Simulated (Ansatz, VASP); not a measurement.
# Two plane-wave programs on SnO

```xyz
4
Lattice="3.5168 0.0000 0.0000 0.0000 4.0872 0.0000 0.0000 0.0000 4.8360" Properties=species:S:1:pos:R:3 pbc="T T T"
Sn    0.0000    2.0436    1.1534
Sn    1.7584    0.0000    3.6826
O     0.0000    0.0000    0.0000
O     1.7584    2.0436    0.0000
```

Change from the starting cell: strain -0.0750 x Voigt [1, -1, 0, 0, 0, 0], atoms carried along.

Alike in both runs: task single point; functional PBE; k mesh 12 × 12 × 10; occupations gaussian, width 0.15 eV; no spin polarisation.

|  | VASP | Ansatz |
| --- | --- | --- |
| version | VASP 6.6.1 | Ansatz 0.2.0 |
| potentials or method | VASP PAW PBE potentials, release 64 (Sn_d, O), cutoff 520 eV | scalar-relativistic, plane waves, PAW |
| valence electrons in the cell | 40 | 40 |

Ansatz gave:

| Item | Value |
| --- | --- |
| gap on the k mesh at the Fermi level (eV) | none |
| pressure (GPa) | 6.8 |
| traceless stress, the component that is largest in VASP (GPa) | 6.28 |
| rms of the force components (eV/Å) | 0.588 |

Task: What did VASP give for the same quantities?

Result: gap on the k mesh at the Fermi level (eV): none; pressure (GPa): 7.1; traceless stress, the component that is largest in VASP (GPa): 6.49; rms of the force components (eV/Å): 0.625.

Atom by atom the forces differ by 0.042 eV/Å (rms over components). A gap of «none» marks a metal or a gap that the smearing closes.
